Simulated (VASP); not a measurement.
Ti4C3: relaxation of cell and atoms with PBE

Crystal: Ti4C3.

```
Ti C
1.0
     4.31024    0.00000    0.00000
     0.00000    4.31024    0.00000
     0.00000    0.00000    4.31024
Ti C
4 3
Direct
  0.50000 0.00000 0.00000
  0.00000 0.50000 0.00000
  0.00000 0.00000 0.50000
  0.50000 0.50000 0.50000
  0.00000 0.50000 0.50000
  0.50000 0.00000 0.50000
  0.50000 0.50000 0.00000
```

- Program: VASP 6.6.1
- Task: relaxation of cell and atoms
- Functional: PBE
- Potentials or basis: VASP PAW PBE potentials, release 64 (Ti_sv, C)
- Cutoff: 600 eV
- k mesh: 10 × 10 × 10
- Occupations: gaussian, width 0.1 eV
- Spin: no spin polarisation
- Dipole correction: no
- Further INCAR settings: ALGO = Normal; EDIFF = 1e-06; IBRION = 2; EDIFFG = -0.01; NSW = 100; ISIF = 3

```yaml
Pressure_after_relaxing: 0.1 GPa
Band_gap_on_the_k_mesh: zero (band 30 reaches 9.62 eV, above the bottom of band 31 at 8.46 eV)
```

Final structure:
```xyz
7
Lattice="4.3102 0.0000 0.0000 0.0000 4.3102 0.0000 0.0000 0.0000 4.3102" Properties=species:S:1:pos:R:3 pbc="T T T"
Ti    2.1551    0.0000    0.0000
Ti    0.0000    2.1551    0.0000
Ti    0.0000    0.0000    2.1551
Ti    2.1551    2.1551    2.1551
C     0.0000    2.1551    2.1551
C     2.1551    0.0000    2.1551
C     2.1551    2.1551    0.0000
```

Levels at points of the mesh, in eV from the Fermi level:
```tsv
k point	band 28	band 29	band 30	band 31	band 32	band 33
(0.00, 0.00, 0.00)	-0.24	-0.24	0.55	0.55	0.55	0.81
(0.50, 0.00, 0.00)	-0.82	-0.66	-0.61	-0.61	0.99	0.99
(0.50, 0.50, 0.00)	-2.79	-0.88	-0.50	0.51	0.51	1.92
(0.50, 0.50, 0.50)	-3.13	0.03	0.03	0.03	0.08	2.69
```

It took 99 s on 1 thread of Intel(R) Xeon(R) 6975P-C (Granite Rapids) (shared host), peak memory 0.29 GiB.

Caveat: the relaxation stopped at its first step, so nothing moved.
